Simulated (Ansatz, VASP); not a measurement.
# One calculation of Sn3Te, two programs

```
Sn Te
1.0
     4.44100    0.00000    0.00000
     0.00000    4.44100    0.00000
     0.00000    0.00000    7.25800
Sn Te
3 1
Direct
  0.00000 0.00000 0.00000
  0.00000 0.50000 0.58990
  0.50000 0.00000 0.41010
  0.50000 0.50000 0.00000
```

Alike in both runs: task single point; functional PBE; k mesh 4 × 4 × 4; occupations gaussian, width 0.1 eV; no spin polarisation.

|  | VASP | Ansatz |
| --- | --- | --- |
| version | VASP 6.6.1 | Ansatz 0.2.0 |
| potentials or method | VASP PAW PBE potentials, release 64 (Sn_d, Te), cutoff 520 eV | scalar-relativistic, plane waves, PAW |
| valence electrons in the cell | 48 | 58 |

|  | VASP | Ansatz | Ansatz less VASP |
| --- | --- | --- | --- |
| gap on the k mesh at the Fermi level (eV) | none | none | - |
| pressure (GPa) | -3.3 | -3.3 | +0.03 |
| traceless stress, the component that is largest in VASP (GPa) | -0.45 | -0.45 | -0.001 |
| rms of the force components (eV/Å) | 0.007 | 0.008 | +0.0004 |

Atom by atom the forces differ by 0.000 eV/Å (rms over components). A gap of «none» marks a metal or a gap that the smearing closes. VASP's potentials hold 48 valence electrons a cell and Ansatz's 58, so a difference there can come from the potentials and not from the codes.

Spin-orbit coupling is off throughout.
